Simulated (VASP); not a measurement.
**Ga: single point with LDA**

The system is Ga.

```
CELL_PARAMETERS angstrom
0.00000 2.83894 2.83894
2.83894 0.00000 2.83894
2.83894 2.83894 0.00000
ATOMIC_POSITIONS crystal
Ga 0.12500 0.12500 0.12500
Ga 0.87500 0.87500 0.87500
```

| Item | Value |
| --- | --- |
| Program | VASP 6.6.1 |
| Task | single point |
| Functional | LDA |
| Potentials or basis | VASP PAW LDA potentials, release 64 (Ga_d) |
| Cutoff | 520 eV |
| k mesh | 9 × 9 × 9 |
| Occupations | fermi-dirac, width 0.1 eV |
| Spin | no spin polarisation |

- Pressure: 0.2 GPa
- Band gap on the k mesh: zero (band 13 reaches 6.03 eV, above the bottom of band 14 at 1.85 eV)

Levels at points of the mesh, in eV from the Fermi level:
| k point | band 11 | band 12 | band 13 | band 14 | band 15 | band 16 |
| --- | --- | --- | --- | --- | --- | --- |
| (0.00, 0.00, 0.00) | -9.89 | 3.01 | 3.01 | 3.01 | 4.34 | 5.06 |

Run time: 16 s on 1 thread of Intel(R) Xeon(R) Platinum 8488C (Sapphire Rapids), on a shared host, peak memory 0.15 GiB.
